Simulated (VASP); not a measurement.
Crystal: LiCl.

```
Cl Li
1.0
     0.00000    2.56477    2.56477
     2.56477    0.00000    2.56477
     2.56477    2.56477    0.00000
Cl Li
1 1
Direct
  0.50000 0.50000 0.50000
  0.00000 0.00000 0.00000
```

```yaml
Program: VASP 6.6.1
Task: relaxation of cell and atoms
Functional: PBEsol
Dispersion: D4
Potentials_or_basis: VASP PAW PBE potentials, release 64 (Cl, Li_sv)
Cutoff: 600 eV
k_mesh: 9 × 9 × 9
Occupations: fermi-dirac, width 0.05 eV
Spin: no spin polarisation
```

At the start: pressure -1.9 GPa; volume 16.87 Å³/atom.

Question: Where does the relaxation end?

Answer: Over 4 steps the energy falls by 6.1 meV/atom and the volume is 15.90 Å³/atom (-5.8 %); space group Fm-3m (No. 225, to 0.05 Å).

The path:
| step | energy change (eV) | largest force (eV/Å) | pressure (GPa) | volume (Å³) |
| --- | --- | --- | --- | --- |
| 1 | 0.0000 | 0.0000 | -1.91 | 33.74 |
| 2 | -0.0090 | 0.0000 | -1.03 | 32.77 |
| 3 | -0.0122 | 0.0000 | -0.12 | 31.91 |
| 4 | -0.0122 | 0.0000 | 0.01 | 31.80 |

Final structure:
```xyz
2
Lattice="0.0000 2.5146 2.5146 2.5146 0.0000 2.5146 2.5146 2.5146 0.0000" Properties=species:S:1:pos:R:3 pbc="T T T"
Cl    2.5146    2.5146    2.5146
Li    5.0291    5.0291    5.0291
```

Caveat: the cutoff is under 1.25 times the usual one of these potentials, so pressure, stress and relaxed cells hold a basis-set (Pulay) error; the PAW data sets were made with another functional, which shifts forces and pressure a little.
